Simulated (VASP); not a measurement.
# C30O (a cell with a defect) in VASP: notebook

The runs below take C30O (a cell with a defect) through single point, with PBE, LDA.

Everything below comes from runs of VASP 6.6.1. Logs are shortened: lines on timing, memory, paths and dates and some standing lists are left out, and cuts for length are marked.

## Step 1: The cell of the first run

The cell holds a defect, 31 atoms: a = 6.186 Å, b = 6.186 Å, c = 6.186 Å, α = 109.47°, β = 109.47°, γ = 109.47°.

## Step 2: Single point, PBE

INCAR reads:

```
SYSTEM = C30O
  ALGO = Normal
  EDIFF = 1E-6
  ENCUT = 520
  GGA = PE
  GGA_COMPAT = .FALSE.
  ISIF = 2
  ISMEAR = -1
  LASPH = .TRUE.
  LCHARG = .FALSE.
  LREAL = Auto
  LWAVE = .FALSE.
  NBANDS = 84
  NELECT = 124.0
  NELM = 120
  PREC = Accurate
  SIGMA = 0.01
```

KPOINTS reads:

```
k-points
0
G
  1 1 1
  0 0 0
```

POSCAR reads:

```
C30O
1.0
   -3.5716218665      3.5716218665      3.5716218665
    3.5716218665     -3.5716218665      3.5716218665
    3.5716218665      3.5716218665     -3.5716218665
C O
30 1
Direct
    0.0001847801      0.0004129662      0.0000695285
    0.0001918899      0.2496118809      0.7508557804
    0.0033059401      0.4994391946      0.4976668319
    0.0033009964      0.7472008566      0.2499061799
    0.2511655524      0.0005674668      0.7510288060
    0.2500332914      0.2527283004      0.4976635963
    0.2500125614      0.7471974316      0.0031638985
    0.5060963731      0.0100813938      0.5059872498
    0.4977782998      0.2527320696      0.2499068849
    0.4977777014      0.4994397761      0.0031876466
    0.5061302388      0.7555600671      0.7605750686
    0.7511388916      0.0005703163      0.2510466331
    0.7509606455      0.2495990030      0.0000678546
    0.7511311669      0.5005865870      0.7510207261
    0.7607185083      0.7555448967      0.5060084474
    0.0029247836      0.0016162568      0.7520677922
   -0.0000467350      0.2493676854      0.4969496645
   -0.0252651110      0.4951326990      0.2456087152
   -0.0000386881      0.7464912504     -0.0001466907
    0.2511630790     -0.0046498234      0.5007053132
    0.2457276159      0.2241202017      0.2456103284
    0.2457273811      0.4951397143     -0.0253730942
    0.2511785248      0.7502428895      0.7458366468
    0.5008017094     -0.0046612371      0.2510394084
    0.4970685021      0.2493747439     -0.0001573738
    0.5008144776      0.5005938516      0.7458127689
    0.7521805721      0.0016059874      0.0028026105
    0.7521711445      0.2523382655      0.7520619336
    0.7459372567      0.5005898953      0.5007000606
    0.7459429982      0.7502401012      0.2510540081
    0.5224683507      0.7719379268      0.5223689947
```

Potentials or basis: VASP PAW PBE potentials, release 64 (C, O).

Started as:

```console
$ cat potpaw_PBE.64/C/POTCAR potpaw_PBE.64/O/POTCAR > POTCAR
$ mpirun -np 1 vasp_gam > vasp.out
```

OUTCAR:

```text
SYSTEM = C30O
   EDIFF = 1E-6
   ENCUT = 520
   GGA = PE
   ISIF = 2
   ISMEAR = -1
   LASPH = .TRUE.
   LREAL = Auto
   NELECT = 124.0
   NELM = 120
   PREC = Accurate

 ion  position               nearest neighbor table
   1  0.000  0.000  0.000-  21 1.48  27 1.54  16 1.54  19 1.57
   2  0.000  0.250  0.751-  22 1.48  16 1.54  28 1.54  17 1.57
   3  0.003  0.499  0.498-  18 1.50  17 1.54  23 1.54  29 1.60
   4  0.003  0.747  0.250-  18 1.50  19 1.54  20 1.54  30 1.60
   5  0.251  0.001  0.751-  25 1.53  20 1.54  23 1.54  16 1.54
   6  0.250  0.253  0.498-  21 1.50  17 1.54  26 1.54  20 1.60
[... 9 lines left out ...]
  16  0.003  0.002  0.752-  15 1.51   5 1.54   2 1.54   1 1.54
  17  1.000  0.249  0.497-  12 1.53   3 1.54   6 1.54   2 1.57
  18  0.975  0.495  0.246-  13 1.48   3 1.50   4 1.50
  19  1.000  0.746  1.000-  14 1.53   4 1.54   7 1.54   1 1.57
  20  0.251  0.995  0.501-   8 1.54   5 1.54   4 1.54   6 1.60
  21  0.246  0.224  0.246-   1 1.48   9 1.50   6 1.50
  22  0.246  0.495  0.975-   2 1.48  10 1.50   7 1.50
  23  0.251  0.750  0.746-  11 1.54   5 1.54   3 1.54   7 1.60
  24  0.501  0.995  0.251-   8 1.54  12 1.54   7 1.54   9 1.60
  25  0.497  0.249  1.000-   5 1.53   9 1.54  10 1.54  13 1.57
  26  0.501  0.501  0.746-  11 1.54  14 1.54   6 1.54  10 1.60
  27  0.752  0.002  0.003-  11 1.51  12 1.54  13 1.54   1 1.54
  28  0.752  0.252  0.752-   8 1.51  14 1.54  13 1.54   2 1.54
  29  0.746  0.501  0.501-  15 1.54  14 1.54   9 1.54   3 1.60
  30  0.746  0.750  0.251-  15 1.54  12 1.54  10 1.54   4 1.60
  31  0.522  0.772  0.522-   8 1.54  11 1.54  15 1.54

  LATTYP: Found a body centered cubic cell.
 ALAT       =     7.1432437330

  Lattice vectors:

 A1 = (  -3.5716218665,   3.5716218665,   3.5716218665)
 A2 = (   3.5716218665,  -3.5716218665,   3.5716218665)
 A3 = (   3.5716218665,   3.5716218665,  -3.5716218665)

Analysis of symmetry for initial positions (statically):
=====================================================================
 Subroutine PRICEL returns:
 Original cell was already a primitive cell.

 Routine SETGRP: Setting up the symmetry group for a
 body centered cubic supercell.

 Subroutine GETGRP returns: Found  1 space group operations
 (whereof  1 operations were pure point group operations)
 out of a pool of 48 trial point group operations.

The static configuration has the point symmetry C_1 .

Analysis of symmetry for dynamics (positions and initial velocities):
=====================================================================
 Subroutine PRICEL returns:
 Original cell was already a primitive cell.

 Routine SETGRP: Setting up the symmetry group for a
 body centered cubic supercell.

 Subroutine GETGRP returns: Found  1 space group operations
 (whereof  1 operations were pure point group operations)
 out of a pool of 48 trial point group operations.

The dynamic configuration has the point symmetry C_1 .

 Subroutine INISYM returns: Found  1 space group operations
 (whereof  1 operations are pure point group operations),
 and found     1 'primitive' translations

----------------------------------------------------------------------------------------

                                     Primitive cell

  volume of cell :     182.2453

  direct lattice vectors                    reciprocal lattice vectors
    -3.571621867  3.571621867  3.571621867     0.000000000  0.139992423  0.139992423
     3.571621867 -3.571621867  3.571621867     0.139992423  0.000000000  0.139992423
     3.571621867  3.571621867 -3.571621867     0.139992423  0.139992423  0.000000000

  length of vectors
     6.186230538  6.186230538  6.186230538     0.197979184  0.197979184  0.197979184

  position of ions in fractional coordinates (direct lattice)
     0.000184780  0.000412966  0.000069528
     0.000191890  0.249611881  0.750855780
     0.003305940  0.499439195  0.497666832
     0.003300996  0.747200857  0.249906180
     0.251165552  0.000567467  0.751028806
     0.250033291  0.252728300  0.497663596
[... 23 lines left out ...]
     0.745942998  0.750240101  0.251054008
     0.522468351  0.771937927  0.522368995

  ion indices of the primitive-cell ions
   primitive index   ion index
                 1           1
                 2           2
                 3           3
                 4           4
                 5           5
                 6           6
[... 23 lines left out ...]
                30          30
                31          31

----------------------------------------------------------------------------------------

 KPOINTS: k-points

Automatic generation of k-mesh.
 Grid dimensions read from file:
 generate k-points for:    1    1    1

 Generating k-lattice:

  Cartesian coordinates                     Fractional coordinates (reciprocal lattice)
     0.000000000  0.139992423  0.139992423     1.000000000  0.000000000  0.000000000
     0.139992423  0.000000000  0.139992423     0.000000000  1.000000000  0.000000000
     0.139992423  0.139992423  0.000000000     0.000000000  0.000000000  1.000000000

  Length of vectors
     0.197979184  0.197979184  0.197979184

  Shift w.r.t. Gamma in fractional coordinates (k-lattice)
     0.000000000  0.000000000  0.000000000

 Subroutine IBZKPT returns following result:
 ===========================================

 Found      1 irreducible k-points:

 Following reciprocal coordinates:
            Coordinates               Weight
  0.000000  0.000000  0.000000      1.000000
   k-points           NKPTS =      1   k-points in BZ     NKDIM =      1   number of bands    NBANDS=     84
   number of dos      NEDOS =    301   number of ions     NIONS =     31
   total plane-waves  NPLWV = 110592
   dimension x,y,z NGX =    48 NGY =   48 NGZ =   48
   dimension x,y,z NGXF=    96 NGYF=   96 NGZF=   96
   ions per type =              30   1
   NGX,Y,Z   is equivalent  to a cutoff of  12.90, 12.90, 12.90 a.u.
   NGXF,Y,Z  is equivalent  to a cutoff of  25.80, 25.80, 25.80 a.u.
 SYSTEM =  C30O
   PREC   = accura    normal or accurate (medium, high low for compatibility)
   ISTART =      0    job   : 0-new  1-cont  2-samecut
   ICHARG =      2    charge: 1-file 2-atom 10-const
   ISPIN  =      1    spin polarized calculation?
   LNONCOLLINEAR =      F non collinear calculations
   LSORBIT =      F    spin-orbit coupling
   LASPH  =      T    aspherical Exc in radial PAW
   ENCUT  =  520.0 eV  38.22 Ry    6.18 a.u.  11.50 11.50 11.50*2*pi/ulx,y,z
   NELM   =    120;   NELMIN=  2; NELMDL= -5     # of ELM steps
   EDIFF  = 0.1E-05   stopping-criterion for ELM
   LREAL  =      T    real-space projection
   EDIFFG = 0.1E-04   stopping-criterion for IOM
   NSW    =      0    number of steps for IOM
   IBRION =     -1    ionic relax: 0-MD 1-quasi-New 2-CG
   NFREE  =      0    steps in history (QN), initial steepest desc. (CG)
   ISIF   =      2    stress and relaxation
   ISYM   =      2    0-nonsym 1-usesym 2-fastsym
   POTIM  = 0.5000    time-step for ionic-motion
   TEBEG  =    0.0;   TEEND  =   0.0 temperature during run
   PSTRESS=    0.0 pullay stress
   NELECT =     124.0000    total number of electrons
   NUPDOWN=      -1.0000    fix difference up-down
   EMIN   =  10.00;   EMAX   =-10.00  energy-range for DOS
   EFERMI =   0.00;   METHOD = LEGACY
   ISMEAR =    -1;   SIGMA  =   0.01  broadening in eV -4-tet -1-fermi 0-gaus
   EFERMI_NEDOS =   21; number of points for ismear=-14 and -15
   IALGO  =     38    algorithm
   IMIX   =      4    mixing-type and parameters
     AMIX     =   0.40;   BMIX     =  1.00
     AMIX_MAG =   1.60;   BMIX_MAG =  1.00
  volume/ion in A,a.u.               =       5.88        39.67
  Fermi-wavevector in a.u.,A,eV,Ry     =   1.439892  2.721001 28.208809  2.073289
  Thomas-Fermi vector in A             =   2.558697
   LORBIT       =      0    0 simple, 1 ext, 2 COOP (PROOUT), +10 PAW based schemes
   GGA     = PE    functional components
   LHFCALC =     F    Hartree Fock is set to
   AEXX    =    0.0000 exact exchange contribution
   IVDW    =     0    specifies the selected vdW correction
   LEPSILON=     F    determine dielectric tensor
   LRPA    =     F    only Hartree local field effects (RPA)
 non-spin polarized calculation
  energy-cutoff  :      520.00
  volume of cell :      182.25
 maximum number of plane-waves:      2461
 NGX is ok and might be reduce to    48
   NGX = 23   NGY = 23   NGZ = 23

 number of electron     124.0000004 magnetization

 Free energy of the ion-electron system (eV)
  ---------------------------------------------------
  ext. energy  EPLUGINS =         0.00000000
  ---------------------------------------------------
  free energy    TOTEN  =      -289.71089338 eV

  energy without entropy =     -289.71089338  energy(sigma->0) =     -289.71089338

 E-fermi :   9.4726     XC(G=0): -12.9379

 val. band max:        9.1355221316   @ k =   0.0000   0.0000   0.0000
 cond. band min:      11.1148166057   @ k =   0.0000   0.0000   0.0000
 fundamental gap:      1.9792944740
 Fermi energy:         9.4726443035

 k-point     1 :       0.0000    0.0000    0.0000
  band No.  band energies     occupation
      1     -14.5668      2.00000
      2     -11.4644      2.00000
      3      -8.2169      2.00000
      4      -8.2168      2.00000
      5      -7.8324      2.00000
      6      -7.8323      2.00000
[... 66 lines left out ...]
     73      15.3735      0.00000
     74      15.8582      0.00000
 [bands above 74 left out]

------------------------ aborting loop because EDIFF is reached ----------------------------------------

  FORCE on cell =-STRESS in cart. coord.  units (eV):
  Direction    XX          YY          ZZ          XY          YZ          ZX
  --------------------------------------------------------------------------------------
  -------------------------------------------------------------------------------------
  Total      -23.5975372    -23.5744246    -23.5866637      5.4509078      5.4520282      5.4450369
  in kB     -207.4535401   -207.2503505   -207.3579478     47.9206840     47.9305334     47.8690706
  external PRESSURE =    -207.3539461 kB  Pullay stress =       0.0000000 kB

 VOLUME and BASIS-vectors are now :
 -----------------------------------------------------------------------------
  energy-cutoff  :      520.00
  volume of cell :      182.25
      direct lattice vectors                 reciprocal lattice vectors
    -3.571621867  3.571621867  3.571621867     0.000000000  0.139992423  0.139992423
     3.571621867 -3.571621867  3.571621867     0.139992423  0.000000000  0.139992423
     3.571621867  3.571621867 -3.571621867     0.139992423  0.139992423  0.000000000

 POSITION                                       TOTAL-FORCE (eV/Angst)
 -----------------------------------------------------------------------------------
      0.00106     -0.00057      0.00189         0.252918      0.516617      0.254935
      3.57261      1.79094     -1.78957         0.254575      0.255747      0.510741
      3.54948      0.00548      0.01814        -0.071495      0.444756      0.263606
      3.54950     -1.76436      1.78794        -0.072156      0.262472      0.444392
      1.78735      3.57743     -1.78330         0.396151      0.086208      0.081018
      1.78709      1.76784      0.01821         0.442000     -0.076796      0.260250
[... 23 lines left out ...]
      0.91202      0.88132      4.44713        -0.171654     -0.051197     -0.300255
      2.75672      0.97469      2.75743        -0.422060     -0.414169     -0.419252
 -----------------------------------------------------------------------------------
    total drift:                                0.004556      0.010051      0.003502

  FREE ENERGIE OF THE ION-ELECTRON SYSTEM (eV)
  ---------------------------------------------------
  free  energy   TOTEN  =      -289.7108933803 eV

  energy  without entropy=     -289.7108933803  energy(sigma->0) =     -289.71089338
```

Wall time 83 s (1 thread of Intel Xeon 8259CL, shared host); peak memory 0.29 GiB.

What came out:

| Quantity | Value |
| --- | --- |
| Free energy | -289.7109 eV |
| Largest force | 0.725 eV/Å |

Forces in eV/Å, atoms in the order of the input:
```
C    0.253  0.517  0.255
C    0.255  0.256  0.511
C   -0.071  0.445  0.264
C   -0.072  0.262  0.444
C    0.396  0.086  0.081
C    0.442 -0.077  0.260
C    0.445  0.264 -0.073
C    0.132 -0.248  0.132
C    0.261 -0.073  0.442
C    0.265  0.445 -0.070
C    0.128  0.128 -0.252
C    0.080  0.086  0.393
C    0.512  0.257  0.257
C    0.082  0.403  0.082
C   -0.246  0.124  0.127
C    0.084  0.022  0.019
C   -0.181 -0.184 -0.249
C   -0.374 -0.269 -0.268
C   -0.184 -0.258 -0.180
C   -0.297 -0.174 -0.051
C   -0.267 -0.374 -0.267
C   -0.269 -0.270 -0.373
C   -0.301 -0.054 -0.172
C   -0.048 -0.172 -0.294
C   -0.250 -0.185 -0.181
C   -0.051 -0.299 -0.169
C    0.020  0.020  0.085
C    0.019  0.086  0.018
C   -0.168 -0.298 -0.052
C   -0.172 -0.051 -0.300
O   -0.422 -0.414 -0.419
```

Levels at points of the mesh, in eV from the Fermi level:
```tsv
k point	band 60	band 61	band 62	band 63	band 64	band 65
(0.00, 0.00, 0.00)	-1.47	-1.47	-0.34	1.64	1.64	2.25
```

Caveat: the k points lie up to 1.24 Å⁻¹ apart, too coarse for converged energies, forces and pressures; the cell carries a net charge on a neutralising background, which shifts energy and pressure; the cell is charged against a uniform background, so pressure and absolute levels hang on convention.

[end of part 1 of 3]
